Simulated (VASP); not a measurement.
# Bi (Pm-3m) in VASP: a series of runs

Bi is run at these levels: PBEsol; tasks: single point.

Everything below comes from runs of VASP 6.6.1. Logs are shortened: lines on timing, memory, paths and dates and some standing lists are left out, and cuts for length are marked.

## (1) The cell of the first run

Symmetry: Pm-3m, No. 221, cubic system. The conventional cell has a = 3.112 Å, b = 3.112 Å, c = 3.112 Å, α = 90.00°, β = 90.00°, γ = 90.00°. Bi (site symmetry m-3m) has 6 Bi at 3.11 Å within 4.1 Å.

## (2) Single point, PBEsol (volume scaled by 0.9)

File INCAR:

```
SYSTEM = Bi
PREC = Accurate
ENCUT = 520
EDIFF = 1E-6
ISMEAR = -1
SIGMA = 0.05
LREAL = .False.
LASPH = .True.
NELM = 80
ALGO = Normal
ISIF = 2
LWAVE = .False.
LCHARG = .False.
GGA = PS
NBANDS = 14
```

File KPOINTS:

```
Automatic mesh
0
Gamma
  12 12 12
  0 0 0
```

File POSCAR:

```
Bi
1.0
    3.1124927545      0.0000000000      0.0000000000
    0.0000000000      3.1124927545      0.0000000000
    0.0000000000      0.0000000000      3.1124927545
Bi
1
Direct
    0.0000000000      0.0000000000      0.0000000000
```

Potentials or basis: VASP PAW PBE potentials, release 64 (Bi_d).

On the command line:

```console
cat potpaw_PBE.64/Bi_d/POTCAR > POTCAR
mpirun -np 1 vasp_std > vasp.out
```

OUTCAR:

```text
SYSTEM = Bi
   PREC = Accurate
   ENCUT = 520
   EDIFF = 1E-6
   ISMEAR = -1
   LREAL = .False.
   LASPH = .True.
   NELM = 80
   ISIF = 2
   GGA = PS

 ion  position               nearest neighbor table
   1  0.000  0.000  0.000-

  LATTYP: Found a simple cubic cell.
 ALAT       =     3.1124927545

  Lattice vectors:

 A1 = (   3.1124927545,   0.0000000000,   0.0000000000)
 A2 = (   0.0000000000,   3.1124927545,   0.0000000000)
 A3 = (   0.0000000000,   0.0000000000,   3.1124927545)

Analysis of symmetry for initial positions (statically):
=====================================================================
 Subroutine PRICEL returns:
 Original cell was already a primitive cell.

 Routine SETGRP: Setting up the symmetry group for a
 simple cubic supercell.

 Subroutine GETGRP returns: Found 48 space group operations
 (whereof 48 operations were pure point group operations)
 out of a pool of 48 trial point group operations.

The static configuration has the point symmetry O_h .

Analysis of symmetry for dynamics (positions and initial velocities):
=====================================================================
 Subroutine PRICEL returns:
 Original cell was already a primitive cell.

 Routine SETGRP: Setting up the symmetry group for a
 simple cubic supercell.

 Subroutine GETGRP returns: Found 48 space group operations
 (whereof 48 operations were pure point group operations)
 out of a pool of 48 trial point group operations.

The dynamic configuration has the point symmetry O_h .

 Subroutine INISYM returns: Found 48 space group operations
 (whereof 48 operations are pure point group operations),
 and found     1 'primitive' translations

----------------------------------------------------------------------------------------

                                     Primitive cell

  volume of cell :      30.1526

  direct lattice vectors                    reciprocal lattice vectors
     3.112492754  0.000000000  0.000000000     0.321285888  0.000000000  0.000000000
     0.000000000  3.112492754  0.000000000     0.000000000  0.321285888  0.000000000
     0.000000000  0.000000000  3.112492754     0.000000000  0.000000000  0.321285888

  length of vectors
     3.112492754  3.112492754  3.112492754     0.321285888  0.321285888  0.321285888

  position of ions in fractional coordinates (direct lattice)
     0.000000000  0.000000000  0.000000000

  ion indices of the primitive-cell ions
   primitive index   ion index
                 1           1

----------------------------------------------------------------------------------------

 KPOINTS: Automatic mesh

Automatic generation of k-mesh.
 Grid dimensions read from file:
 generate k-points for:   12   12   12

 Generating k-lattice:

  Cartesian coordinates                     Fractional coordinates (reciprocal lattice)
     0.026773824  0.000000000  0.000000000     0.083333333  0.000000000  0.000000000
     0.000000000  0.026773824  0.000000000     0.000000000  0.083333333  0.000000000
     0.000000000  0.000000000  0.026773824     0.000000000  0.000000000  0.083333333

  Length of vectors
     0.026773824  0.026773824  0.026773824

  Shift w.r.t. Gamma in fractional coordinates (k-lattice)
     0.000000000  0.000000000  0.000000000

 Subroutine IBZKPT returns following result:
 ===========================================

 Found     84 irreducible k-points:

 Following reciprocal coordinates:
            Coordinates               Weight
  0.000000  0.000000  0.000000      1.000000
  0.083333  0.000000  0.000000      6.000000
  0.166667  0.000000  0.000000      6.000000
  0.250000  0.000000  0.000000      6.000000
  0.333333  0.000000  0.000000      6.000000
  0.416667  0.000000  0.000000      6.000000
[... 16 lines left out ...]
  0.333333  0.333333  0.000000     12.000000
  0.416667  0.333333  0.000000     24.000000
 [... further k-points ...]
   k-points           NKPTS =     84   k-points in BZ     NKDIM =     84   number of bands    NBANDS=     14
   number of dos      NEDOS =    301   number of ions     NIONS =      1
   total plane-waves  NPLWV =  13824
   dimension x,y,z NGX =    24 NGY =   24 NGZ =   24
   dimension x,y,z NGXF=    48 NGYF=   48 NGZF=   48
   ions per type =               1
   NGX,Y,Z   is equivalent  to a cutoff of  12.82, 12.82, 12.82 a.u.
   NGXF,Y,Z  is equivalent  to a cutoff of  25.64, 25.64, 25.64 a.u.
 SYSTEM =  Bi
   PREC   = accura    normal or accurate (medium, high low for compatibility)
   ISTART =      0    job   : 0-new  1-cont  2-samecut
   ICHARG =      2    charge: 1-file 2-atom 10-const
   ISPIN  =      1    spin polarized calculation?
   LNONCOLLINEAR =      F non collinear calculations
   LSORBIT =      F    spin-orbit coupling
   LASPH  =      T    aspherical Exc in radial PAW
   ENCUT  =  520.0 eV  38.22 Ry    6.18 a.u.   5.79  5.79  5.79*2*pi/ulx,y,z
   NELM   =     80;   NELMIN=  2; NELMDL= -5     # of ELM steps
   EDIFF  = 0.1E-05   stopping-criterion for ELM
   LREAL  =      F    real-space projection
   EDIFFG = 0.1E-04   stopping-criterion for IOM
   NSW    =      0    number of steps for IOM
   IBRION =     -1    ionic relax: 0-MD 1-quasi-New 2-CG
   NFREE  =      0    steps in history (QN), initial steepest desc. (CG)
   ISIF   =      2    stress and relaxation
   ISYM   =      2    0-nonsym 1-usesym 2-fastsym
   POTIM  = 0.5000    time-step for ionic-motion
   TEBEG  =    0.0;   TEEND  =   0.0 temperature during run
   PSTRESS=    0.0 pullay stress
   NELECT =      15.0000    total number of electrons
   NUPDOWN=      -1.0000    fix difference up-down
   EMIN   =  10.00;   EMAX   =-10.00  energy-range for DOS
   EFERMI =   0.00;   METHOD = LEGACY
   ISMEAR =    -1;   SIGMA  =   0.05  broadening in eV -4-tet -1-fermi 0-gaus
   EFERMI_NEDOS =   21; number of points for ismear=-14 and -15
   IALGO  =     38    algorithm
   IMIX   =      4    mixing-type and parameters
     AMIX     =   0.40;   BMIX     =  1.00
     AMIX_MAG =   1.60;   BMIX_MAG =  1.00
  volume/ion in A,a.u.               =      30.15       203.48
  Fermi-wavevector in a.u.,A,eV,Ry     =   1.297170  2.451296 22.893844  1.682650
  Thomas-Fermi vector in A             =   2.428580
   LORBIT       =      0    0 simple, 1 ext, 2 COOP (PROOUT), +10 PAW based schemes
   GGA     = PS    functional components
   LHFCALC =     F    Hartree Fock is set to
   AEXX    =    0.0000 exact exchange contribution
   IVDW    =     0    specifies the selected vdW correction
   LEPSILON=     F    determine dielectric tensor
   LRPA    =     F    only Hartree local field effects (RPA)
 non-spin polarized calculation
  energy-cutoff  :      520.00
  volume of cell :       30.15
 maximum number of plane-waves:       840
 NGX is ok and might be reduce to    24
   NGX = 11   NGY = 11   NGZ = 11

 number of electron      14.9999987 magnetization

 Free energy of the ion-electron system (eV)
  ---------------------------------------------------
  ext. energy  EPLUGINS =         0.00000000
  ---------------------------------------------------
  free energy    TOTEN  =        -4.20202679 eV

  energy without entropy =       -4.19649703  energy(sigma->0) =       -4.19926191

 E-fermi :   8.1409     XC(G=0): -10.4622

 val. band max:        8.1389738163   @ k =   0.4167   0.2500   0.0833
 cond. band min:       8.1545735751   @ k =   0.4167   0.4167   0.3333
 fundamental gap:      0.0155997588
 Fermi energy:         8.1409129519

 k-point     1 :       0.0000    0.0000    0.0000
  band No.  band energies     occupation
      1     -15.0821      2.00000
      2     -15.0821      2.00000
      3     -14.5871      2.00000
      4     -14.5871      2.00000
      5     -14.5871      2.00000
      6      -6.0258      2.00000
      7      11.5081      0.00000
      8      11.5081      0.00000
      9      11.5081      0.00000
     10      15.0117      0.00000
     11      16.2839      0.00000
     12      16.2839      0.00000
     13      25.4746      0.00000
     14      25.4746      0.00000

 k-point     2 :       0.0833    0.0000    0.0000
  band No.  band energies     occupation
      1     -15.0806      2.00000
      2     -15.0556      2.00000
      3     -14.5958      2.00000
      4     -14.5958      2.00000
      5     -14.5864      2.00000
      6      -5.9240      2.00000
      7      10.2207      0.00000
      8      11.6246      0.00000
      9      11.6246      0.00000
     10      15.4108      0.00000
     11      16.3483      0.00000
     12      17.4062      0.00000
     13      24.8401      0.00000
     14      25.3335      0.00000

 k-point     3 :       0.1667    0.0000    0.0000
  band No.  band energies     occupation
      1     -15.0764      2.00000
      2     -14.9835      2.00000
      3     -14.6197      2.00000
      4     -14.6197      2.00000
      5     -14.5845      2.00000
      6      -5.6222      2.00000
      7       8.0606      1.66569
      8      11.9610      0.00000
      9      11.9610      0.00000
     10      15.7435      0.00000
     11      16.5427      0.00000
     12      19.9381      0.00000
     13      23.5491      0.00000
     14      24.6604      0.00000
[... 324 lines left out ...]
 k-point    23 :       0.3333    0.3333    0.0000
  band No.  band energies     occupation
      1     -14.9215      2.00000
      2     -14.8061      2.00000
      3     -14.6751      2.00000
      4     -14.6731      2.00000
      5     -14.5963      2.00000
      6      -3.0374      2.00000
      7       5.5293      2.00000
      8       5.6441      2.00000
      9      13.4270      0.00000
     10      14.7332      0.00000
     11      18.2533      0.00000
     12      21.1935      0.00000
     13      22.8534      0.00000
     14      23.9105      0.00000

 k-point    24 :       0.4167    0.3333    0.0000
  band No.  band energies     occupation
      1     -14.9057      2.00000
      2     -14.8354      2.00000
      3     -14.6970      2.00000
      4     -14.6716      2.00000
      5     -14.5302      2.00000
      6      -2.4407      2.00000
      7       4.2037      2.00000
      8       6.1318      2.00000
      9      12.3094      0.00000
     10      15.2986      0.00000
     11      18.8990      0.00000
     12      20.5239      0.00000
     13      22.2317      0.00000
     14      23.9157      0.00000

 [... further k-points ...]
[... 5 lines left out ...]
  --------------------------------------------------------------------------------------
  -------------------------------------------------------------------------------------
  Total        1.3333953      1.3333953      1.3333953     -0.0000000     -0.0000000     -0.0000000
  in kB       70.8507526     70.8507526     70.8507526     -0.0000000     -0.0000000     -0.0000000
  external PRESSURE =      70.8507526 kB  Pullay stress =       0.0000000 kB

 VOLUME and BASIS-vectors are now :
 -----------------------------------------------------------------------------
  energy-cutoff  :      520.00
  volume of cell :       30.15
      direct lattice vectors                 reciprocal lattice vectors
     3.112492754  0.000000000  0.000000000     0.321285888  0.000000000  0.000000000
     0.000000000  3.112492754  0.000000000     0.000000000  0.321285888  0.000000000
     0.000000000  0.000000000  3.112492754     0.000000000  0.000000000  0.321285888

 POSITION                                       TOTAL-FORCE (eV/Angst)
 -----------------------------------------------------------------------------------
      0.00000      0.00000      0.00000         0.000000      0.000000      0.000000
 -----------------------------------------------------------------------------------
    total drift:                                0.000000     -0.000000      0.000000

  FREE ENERGIE OF THE ION-ELECTRON SYSTEM (eV)
  ---------------------------------------------------
  free  energy   TOTEN  =        -4.2020267934 eV

  energy  without entropy=       -4.1964970304  energy(sigma->0) =       -4.19926191
```

It took 7.8 s on 1 thread of Intel Xeon 6975P-C (Granite Rapids), shared host; peak memory 0.15 GiB.

What came out:

```yaml
Free_energy: -4.2020 eV
Pressure: 7.1 GPa
```

Caveat: the PAW data sets were made with another functional, which shifts forces and pressure a little; spin-orbit coupling is left out, which moves the levels of the heavy elements.

(Part 1 of 2 ends here.)
